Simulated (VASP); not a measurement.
# InSb in VASP: further runs

Runs on InSb. Level: PBE. Tasks: single point.

All numbers are computed with VASP 6.6.1; they aren't measurements. Logs are shortened: lines on timing, memory, paths and dates and some standing lists are left out, and cuts for length are marked.

## 1. The cell of the first run

Symmetry: F-43m, No. 216, cubic system. Conventional cell: a = 6.478 Å, b = 6.478 Å, c = 6.478 Å, α = 90.00°, β = 90.00°, γ = 90.00°. In (site symmetry -43m) has 4 Sb at 2.81 Å within 3.7 Å. Sb (site symmetry -43m) has 4 In at 2.81 Å within 3.7 Å.

## 2. Single point, PBE

The input, INCAR:

```
SYSTEM = InSb
PREC = Accurate
ENCUT = 520
EDIFF = 1E-6
ISMEAR = -1
SIGMA = 0.05
LREAL = .FALSE.
LASPH = .TRUE.
NELM = 60
ALGO = Normal
ISIF = 2
LWAVE = .FALSE.
LCHARG = .FALSE.
GGA = PE
NBANDS = 16
```

The input, KPOINTS:

```
Automatic mesh
0
G
  9 9 9
  0 0 0
```

The input, POSCAR:

```
InSb
1.0
    0.0000000000      3.2391000000      3.2391000000
    3.2391000000      0.0000000000      3.2391000000
    3.2391000000      3.2391000000      0.0000000000
In Sb
1 1
Direct
    0.0000000000      0.0000000000      0.0000000000
    0.7500000000      0.7500000000      0.7500000000
```

Potentials or basis: VASP PAW PBE potentials, release 64 (In_d, Sb).

Run with:

```console
$ cat potpaw_PBE.64/In_d/POTCAR potpaw_PBE.64/Sb/POTCAR > POTCAR
$ mpirun -np 1 vasp_std > vasp.out
```

OUTCAR:

```text
SYSTEM = InSb
   PREC = Accurate
   ENCUT = 520
   EDIFF = 1E-6
   ISMEAR = -1
   LREAL = .FALSE.
   LASPH = .TRUE.
   NELM = 60
   ISIF = 2
   GGA = PE

 ion  position               nearest neighbor table
   1  0.000  0.000  0.000-   2 2.81   2 2.81   2 2.81   2 2.81
   2  0.750  0.750  0.750-   1 2.81   1 2.81   1 2.81   1 2.81

  LATTYP: Found a face centered cubic cell.
 ALAT       =     6.4782000000

  Lattice vectors:

 A1 = (   0.0000000000,   3.2391000000,   3.2391000000)
 A2 = (   3.2391000000,   0.0000000000,   3.2391000000)
 A3 = (   3.2391000000,   3.2391000000,   0.0000000000)

Analysis of symmetry for initial positions (statically):
=====================================================================
 Subroutine PRICEL returns:
 Original cell was already a primitive cell.

 Routine SETGRP: Setting up the symmetry group for a
 face centered cubic supercell.

 Subroutine GETGRP returns: Found 24 space group operations
 (whereof 24 operations were pure point group operations)
 out of a pool of 48 trial point group operations.

The static configuration has the point symmetry T_d .

Analysis of symmetry for dynamics (positions and initial velocities):
=====================================================================
 Subroutine PRICEL returns:
 Original cell was already a primitive cell.

 Routine SETGRP: Setting up the symmetry group for a
 face centered cubic supercell.

 Subroutine GETGRP returns: Found 24 space group operations
 (whereof 24 operations were pure point group operations)
 out of a pool of 48 trial point group operations.

The dynamic configuration has the point symmetry T_d .

 Subroutine INISYM returns: Found 24 space group operations
 (whereof 24 operations are pure point group operations),
 and found     1 'primitive' translations

----------------------------------------------------------------------------------------

                                     Primitive cell

  volume of cell :      67.9678

  direct lattice vectors                    reciprocal lattice vectors
     0.000000000  3.239100000  3.239100000    -0.154363867  0.154363867  0.154363867
     3.239100000  0.000000000  3.239100000     0.154363867 -0.154363867  0.154363867
     3.239100000  3.239100000  0.000000000     0.154363867  0.154363867 -0.154363867

  length of vectors
[... 80 lines left out ...]
   ENCUT  =  520.0 eV  38.22 Ry    6.18 a.u.   8.52  8.52  8.52*2*pi/ulx,y,z
   NELM   =     60;   NELMIN=  2; NELMDL= -5     # of ELM steps
   EDIFF  = 0.1E-05   stopping-criterion for ELM
   LREAL  =      F    real-space projection
   EDIFFG = 0.1E-04   stopping-criterion for IOM
   NSW    =      0    number of steps for IOM
   IBRION =     -1    ionic relax: 0-MD 1-quasi-New 2-CG
   NFREE  =      0    steps in history (QN), initial steepest desc. (CG)
   ISIF   =      2    stress and relaxation
   ISYM   =      2    0-nonsym 1-usesym 2-fastsym
   POTIM  = 0.5000    time-step for ionic-motion
   TEBEG  =    0.0;   TEEND  =   0.0 temperature during run
   PSTRESS=    0.0 pullay stress
   NELECT =      18.0000    total number of electrons
   NUPDOWN=      -1.0000    fix difference up-down
   EMIN   =  10.00;   EMAX   =-10.00  energy-range for DOS
   EFERMI =   0.00;   METHOD = LEGACY
   ISMEAR =    -1;   SIGMA  =   0.05  broadening in eV -4-tet -1-fermi 0-gaus
   EFERMI_NEDOS =   21; number of points for ismear=-14 and -15
   IALGO  =     38    algorithm
   IMIX   =      4    mixing-type and parameters
     AMIX     =   0.40;   BMIX     =  1.00
     AMIX_MAG =   1.60;   BMIX_MAG =  1.00
  volume/ion in A,a.u.               =      33.98       229.33
  Fermi-wavevector in a.u.,A,eV,Ry     =   1.051311  1.986690 15.037912  1.105255
  Thomas-Fermi vector in A             =   2.186349
   LORBIT       =      0    0 simple, 1 ext, 2 COOP (PROOUT), +10 PAW based schemes
   GGA     = PE    functional components
   LHFCALC =     F    Hartree Fock is set to
   AEXX    =    0.0000 exact exchange contribution
   IVDW    =     0    specifies the selected vdW correction
   LEPSILON=     F    determine dielectric tensor
   LRPA    =     F    only Hartree local field effects (RPA)
 non-spin polarized calculation
  energy-cutoff  :      520.00
  volume of cell :       67.97
 maximum number of plane-waves:      1853
 NGX is ok and might be reduce to    36
   NGX = 17   NGY = 17   NGZ = 17

 number of electron      17.9999993 magnetization

 Free energy of the ion-electron system (eV)
  ---------------------------------------------------
  ext. energy  EPLUGINS =         0.00000000
  ---------------------------------------------------
  free energy    TOTEN  =        -6.90476808 eV

  energy without entropy =       -6.90433720  energy(sigma->0) =       -6.90455264

 E-fermi :   5.1654     XC(G=0):  -8.6870

 val. band max:        5.1101143189   @ k =   0.0000   0.0000   0.0000
 cond. band min:       5.6670142885   @ k =   0.4444   0.0000   0.0000
 fundamental gap:      0.5568999696
 Fermi energy:         5.1654361754

 k-point     1 :       0.0000    0.0000    0.0000
  band No.  band energies     occupation
      1      -9.4971      2.00000
      2      -9.4971      2.00000
      3      -9.4971      2.00000
      4      -9.4118      2.00000
      5      -9.4118      2.00000
      6      -5.6101      2.00000
[... 433 lines left out ...]
      3      -9.4542      2.00000
      4      -9.4306      2.00000
      5      -9.4030      2.00000
      6      -3.7488      2.00000
[... 8 lines left out ...]
     15      15.1623      0.00000
     16      15.8876      0.00000

 [... further k-points ...]

------------------------ aborting loop because EDIFF is reached ----------------------------------------

  FORCE on cell =-STRESS in cart. coord.  units (eV):
  Direction    XX          YY          ZZ          XY          YZ          ZX
  --------------------------------------------------------------------------------------
  -------------------------------------------------------------------------------------
  Total        1.3238977      1.3238977      1.3238977      0.0000000      0.0000000     -0.0000000
  in kB       31.2077124     31.2077124     31.2077124      0.0000000      0.0000000     -0.0000000
  external PRESSURE =      31.2077124 kB  Pullay stress =       0.0000000 kB

 VOLUME and BASIS-vectors are now :
 -----------------------------------------------------------------------------
  energy-cutoff  :      520.00
  volume of cell :       67.97
      direct lattice vectors                 reciprocal lattice vectors
     0.000000000  3.239100000  3.239100000    -0.154363867  0.154363867  0.154363867
     3.239100000  0.000000000  3.239100000     0.154363867 -0.154363867  0.154363867
     3.239100000  3.239100000  0.000000000     0.154363867  0.154363867 -0.154363867

 POSITION                                       TOTAL-FORCE (eV/Angst)
 -----------------------------------------------------------------------------------
      0.00000      0.00000      0.00000         0.000000     -0.000000     -0.000000
      4.85865      4.85865      4.85865        -0.000000      0.000000      0.000000
 -----------------------------------------------------------------------------------
    total drift:                                0.000000      0.000000      0.000000

  FREE ENERGIE OF THE ION-ELECTRON SYSTEM (eV)
  ---------------------------------------------------
  free  energy   TOTEN  =        -6.9047680829 eV

  energy  without entropy=       -6.9043372041  energy(sigma->0) =       -6.90455264
```

stdout:

```text
POSCAR found type information on POSCAR InSb
 POSCAR found :  2 types and       2 ions
 scaLAPACK will be used
 LDA part: xc-table for (Slater+PW92), standard interpolation
 POSCAR, INCAR and KPOINTS ok, starting setup
 FFT: planning ... GRIDC
 FFT: planning ... GRID_SOFT
 FFT: planning ... GRID
 WAVECAR not read
 entering main loop
```

Run time: 29 s. Hardware: 1 thread of Intel Xeon Platinum 8259CL at 2.50GHz (Skylake/Cascade Lake), shared host; peak memory 0.22 GiB.

Results:

```
Free energy            : -6.9048 eV
Pressure               : 3.1 GPa
Band gap on the k mesh : zero (filled and empty bands touch)
```

Levels at points of the mesh, in eV from the Fermi level:
```
           k point  band 6  band 7  band 8  band 9  band 10  band 11  band 12  band 13
(0.00, 0.00, 0.00)  -10.78   -0.24   -0.06   -0.06    -0.06     2.90     2.90     2.90
```

Caveat: spin-orbit coupling is left out, which moves the levels of the heavy elements.

## 3. Single point, PBE

The input, INCAR:

```
PREC = Accurate
ENCUT = 520
EDIFF = 1E-6
ISMEAR = -1
SIGMA = 0.05
LREAL = False
LASPH = True
NELM = 80
ALGO = Normal
ISIF = 2
LWAVE = False
LCHARG = True
GGA = PE
LELF = True
LVHAR = True
NBANDS = 16
```

The input, KPOINTS:

```
Automatic mesh
0
Gamma
  3 3 3
```

POSCAR is that of step 2.

Potentials or basis: VASP PAW PBE potentials, release 64 (In_d, Sb).

Run with:

```console
$ cat potpaw_PBE.64/In_d/POTCAR potpaw_PBE.64/Sb/POTCAR > POTCAR
$ mpirun -np 1 vasp_std > vasp.out
```

Run time: 8.5 s. Hardware: 1 thread of Intel Xeon Platinum 8259CL at 2.50GHz (Skylake/Cascade Lake), shared host; peak memory 0.2 GiB.

Results (log left out):

```
Free energy            : -6.4309 eV
Pressure               : 4.8 GPa
Band gap on the k mesh : zero (filled and empty bands touch)
```

Levels at points of the mesh, in eV from the Fermi level:
| k point | band 7 | band 8 | band 9 | band 10 | band 11 | band 12 |
| --- | --- | --- | --- | --- | --- | --- |
| (0.00, 0.00, 0.00) | -0.24 | -0.04 | -0.04 | -0.04 | 2.87 | 2.87 |

Caveat: the k points lie up to 0.56 Å⁻¹ apart; spin-orbit coupling is left out, which moves the levels of the heavy elements.

## 4. Single point, PBE

The input, INCAR:

```
ALGO     = Normal         # electronic algorithm
EDIFF    = 1E-7           # SCF threshold, eV
ENCUT    = 520            # plane-wave cutoff, eV
GGA      = PE             # functional
ISIF     = 2              # what is computed and relaxed
ISMEAR   = -1             # smearing method
LASPH    = T              # aspherical terms in the spheres
LCHARG   = F              # write CHGCAR
LREAL    = F              # projectors in reciprocal space
LWAVE    = F              # write WAVECAR
NBANDS   = 16             # bands
NELM     = 80             # most SCF steps
PREC     = Accurate       # precision mode
SIGMA    = 0.05           # smearing width, eV
```

The input, KPOINTS:

```
k-points
0
Gamma
  4 4 4
```

POSCAR is that of step 3.

Potentials or basis: VASP PAW PBE potentials, release 64 (In_d, Sb).

Run with:

```console
$ cat potpaw_PBE.64/In_d/POTCAR potpaw_PBE.64/Sb/POTCAR > POTCAR
$ mpirun -np 1 vasp_std > vasp.out
```

OUTCAR:

```text
EDIFF = 1E-7
   ENCUT = 520
   GGA = PE
   ISIF = 2
   ISMEAR = -1
   LASPH = T
   LREAL = F
   NELM = 80
   PREC = Accurate

 ion  position               nearest neighbor table
   1  0.000  0.000  0.000-   2 2.81   2 2.81   2 2.81   2 2.81
   2  0.750  0.750  0.750-   1 2.81   1 2.81   1 2.81   1 2.81

  LATTYP: Found a face centered cubic cell.
 ALAT       =     6.4782000000

  Lattice vectors:
[... 318 lines left out ...]
     15      14.9321      0.00000
     16      15.6287      0.00000

------------------------ aborting loop because EDIFF is reached ----------------------------------------

  FORCE on cell =-STRESS in cart. coord.  units (eV):
  Direction    XX          YY          ZZ          XY          YZ          ZX
  --------------------------------------------------------------------------------------
  -------------------------------------------------------------------------------------
  Total        1.5513875      1.5513875      1.5513875      0.0000000      0.0000000      0.0000000
  in kB       36.5702390     36.5702390     36.5702390      0.0000000      0.0000000      0.0000000
  external PRESSURE =      36.5702390 kB  Pullay stress =       0.0000000 kB

 VOLUME and BASIS-vectors are now :
 -----------------------------------------------------------------------------
  energy-cutoff  :      520.00
  volume of cell :       67.97
      direct lattice vectors                 reciprocal lattice vectors
     0.000000000  3.239100000  3.239100000    -0.154363867  0.154363867  0.154363867
     3.239100000  0.000000000  3.239100000     0.154363867 -0.154363867  0.154363867
     3.239100000  3.239100000  0.000000000     0.154363867  0.154363867 -0.154363867

 POSITION                                       TOTAL-FORCE (eV/Angst)
 -----------------------------------------------------------------------------------
      0.00000      0.00000      0.00000         0.000000      0.000000      0.000000
      4.85865      4.85865      4.85865        -0.000000     -0.000000     -0.000000
 -----------------------------------------------------------------------------------
    total drift:                                0.000000      0.000000      0.000000

  FREE ENERGIE OF THE ION-ELECTRON SYSTEM (eV)
  ---------------------------------------------------
  free  energy   TOTEN  =        -6.7575395376 eV

  energy  without entropy=       -6.7544737432  energy(sigma->0) =       -6.75600664
```

OSZICAR:

```text
N       E                     dE             d eps       ncg     rms          rms(c)
DAV:   1     0.110173936866E+03    0.11017E+03   -0.78639E+03   256   0.114E+03
DAV:   2    -0.355270776316E+00   -0.11053E+03   -0.10767E+03   296   0.273E+02
DAV:   3    -0.668293580472E+01   -0.63277E+01   -0.63061E+01   296   0.685E+01
DAV:   4    -0.687236691615E+01   -0.18943E+00   -0.18940E+00   368   0.132E+01
DAV:   5    -0.688123687274E+01   -0.88700E-02   -0.88698E-02   344   0.211E+00    0.422E+00
DAV:   6    -0.677042873483E+01    0.11081E+00   -0.17072E-01   392   0.620E+00    0.246E+00
DAV:   7    -0.675495626308E+01    0.15472E-01   -0.79993E-02   344   0.247E+00    0.662E-01
DAV:   8    -0.675656362640E+01   -0.16074E-02   -0.85045E-03   336   0.103E+00    0.284E-01
DAV:   9    -0.675742965184E+01   -0.86603E-03   -0.11637E-03   296   0.274E-01    0.807E-02
DAV:  10    -0.675748596302E+01   -0.56311E-04   -0.61172E-05   384   0.552E-02    0.419E-02
DAV:  11    -0.675753765296E+01   -0.51690E-04   -0.88135E-05   272   0.609E-02    0.247E-02
DAV:  12    -0.675753920949E+01   -0.15565E-05   -0.15305E-06   336   0.753E-03    0.663E-03
DAV:  13    -0.675753967796E+01   -0.46847E-06   -0.16731E-06   304   0.827E-03    0.411E-03
DAV:  14    -0.675753950736E+01    0.17060E-06   -0.45117E-08   288   0.128E-03    0.109E-03
DAV:  15    -0.675753953765E+01   -0.30287E-07   -0.14341E-08   224   0.966E-04
   1 F= -.67575395E+01 E0= -.67560066E+01  d E =-.306579E-02
```

It took 12 s on 1 thread of Intel Xeon Platinum 8259CL at 2.50GHz (Skylake/Cascade Lake), shared host; peak memory 0.2 GiB.

Results:

```
Free energy            : -6.7575 eV
Pressure               : 3.7 GPa
Band gap on the k mesh : zero (filled and empty bands touch)
```

Levels at points of the mesh, in eV from the Fermi level:
| k point | band 5 | band 6 | band 7 | band 8 | band 9 | band 10 | band 11 | band 12 | band 13 | band 14 |
| --- | --- | --- | --- | --- | --- | --- | --- | --- | --- | --- |
| (0.00, 0.00, 0.00) | -14.58 | -10.76 | -0.23 | -0.04 | -0.04 | -0.04 | 2.90 | 2.90 | 2.90 | 5.70 |
| (0.50, 0.00, 0.00) | -14.58 | -9.38 | -5.67 | -1.05 | -1.05 | 0.49 | 3.76 | 3.76 | 6.05 | 8.26 |
| (0.50, 0.50, 0.00) | -14.58 | -8.77 | -5.97 | -2.31 | -2.31 | 1.28 | 1.29 | 8.11 | 8.11 | 8.78 |

Caveat: the k points lie up to 0.42 Å⁻¹ apart; spin-orbit coupling is left out, which moves the levels of the heavy elements.

## 5. Single point, PBE

The input, INCAR:

```
ALGO     = Normal         # electronic algorithm
EDIFF    = 1E-7           # SCF threshold, eV
ENCUT    = 520            # plane-wave cutoff, eV
GGA      = PE             # functional
ISIF     = 2              # what is computed and relaxed
ISMEAR   = -1             # smearing method
LASPH    = True           # aspherical terms in the spheres
LCHARG   = True           # write CHGCAR
LELF     = True           # ELF
LREAL    = False          # projectors in reciprocal space
LVHAR    = True         
LWAVE    = False          # write WAVECAR
NBANDS   = 16             # bands
NELM     = 100            # most SCF steps
PREC     = Accurate       # precision mode
SIGMA    = 0.05           # smearing width, eV
```

The input, KPOINTS:

```
k-points
0
Gamma
  7 7 7
```

POSCAR is that of step 4.

Run with:

```console
$ cat potpaw_PBE.64/In_d/POTCAR potpaw_PBE.64/Sb/POTCAR > POTCAR
$ mpirun -np 1 vasp_std > vasp.out
```

Run time: 23 s. Hardware: 1 thread of Intel Xeon Platinum 8259CL at 2.50GHz (Skylake/Cascade Lake), shared host; peak memory 0.21 GiB.

The run converged. Its results:

```
Free energy            : -6.8970 eV
Pressure               : 3.2 GPa
Band gap on the k mesh : zero (filled and empty bands touch)
```

Levels at points of the mesh, in eV from the Fermi level:
| k point | band 6 | band 7 | band 8 | band 9 | band 10 | band 11 | band 12 | band 13 |
| --- | --- | --- | --- | --- | --- | --- | --- | --- |
| (0.00, 0.00, 0.00) | -10.76 | -0.23 | -0.04 | -0.04 | -0.04 | 2.92 | 2.92 | 2.92 |

Caveat: spin-orbit coupling is left out, which moves the levels of the heavy elements.

## 6. Single point, PBE (z stretched by +2 % at fixed volume)

The input, INCAR:

```
ALGO = Normal
EDIFF = 1E-6
ENCUT = 520
GGA = PE
ISIF = 2
ISMEAR = -1
LASPH = True
LCHARG = False
LREAL = False
LWAVE = False
NBANDS = 16
NELM = 100
PREC = Accurate
SIGMA = 0.05
```

The input, KPOINTS:

```
k-points
0
Gamma
  9 9 9
```

The input, POSCAR:

```
InSb
1.0
    0.0000000000      3.2071869065      3.3038820000
    3.2071869065      0.0000000000      3.3038820000
    3.2071869065      3.2071869065      0.0000000000
In Sb
1 1
Direct
    0.0000000000      0.0000000000      0.0000000000
    0.7500000000      0.7500000000      0.7500000000
```

Potentials or basis: VASP PAW PBE potentials, release 64 (In_d, Sb).

Run with:

```console
$ cat potpaw_PBE.64/In_d/POTCAR potpaw_PBE.64/Sb/POTCAR > POTCAR
$ mpirun -np 1 vasp_std > vasp.out
```

Wall time 59 s (1 thread of Intel Xeon Platinum 8259CL at 2.50GHz (Skylake/Cascade Lake), shared host); peak memory 0.25 GiB.

The run converged. Its results:

| Property | Result |
| --- | --- |
| Free energy | -6.9015 eV |
| Pressure | 3.1 GPa |
| Band gap on the k mesh | zero (filled and empty bands touch) |

Stress tensor (GPa, compression positive):
```
3.38 0.00 0.00
0.00 3.38 0.00
0.00 0.00 2.57
```

Levels at points of the mesh, in eV from the Fermi level:
```tsv
k point	band 6	band 7	band 8	band 9	band 10	band 11	band 12	band 13
(0.00, 0.00, 0.00)	-10.80	-0.27	-0.18	-0.03	-0.03	2.86	2.86	2.93
```

Caveat: spin-orbit coupling is left out, which moves the levels of the heavy elements.

## 7. The runs side by side

```csv
cell,k mesh,gap on the mesh (eV),pressure (GPa)
"a = 4.581 Å, angles 60.0°, 2 atoms",9 × 9 × 9,none,3.1
"a = 4.581 Å, angles 60.0°, 2 atoms",3 × 3 × 3,none,4.8
"a = 4.581 Å, angles 60.0°, 2 atoms",4 × 4 × 4,none,3.7
"a = 4.581 Å, angles 60.0°, 2 atoms",7 × 7 × 7,none,3.2
"a = 4.605, b = 4.605, c = 4.536 Å, angles 60.5, 60.5, 59.0°, 2 atoms",9 × 9 × 9,none,3.1
```

Alike in all rows: task single point; level PBE; potentials or basis VASP PAW PBE potentials, release 64 (In_d, Sb); no spin polarisation; cutoff (eV) 520; smearing fermi-dirac 0.05 eV.

Caveats: some runs use coarse meshes; spin-orbit coupling is left out, which moves the levels of the heavy elements.

Absolute energies hang on the potentials; compare differences alone.
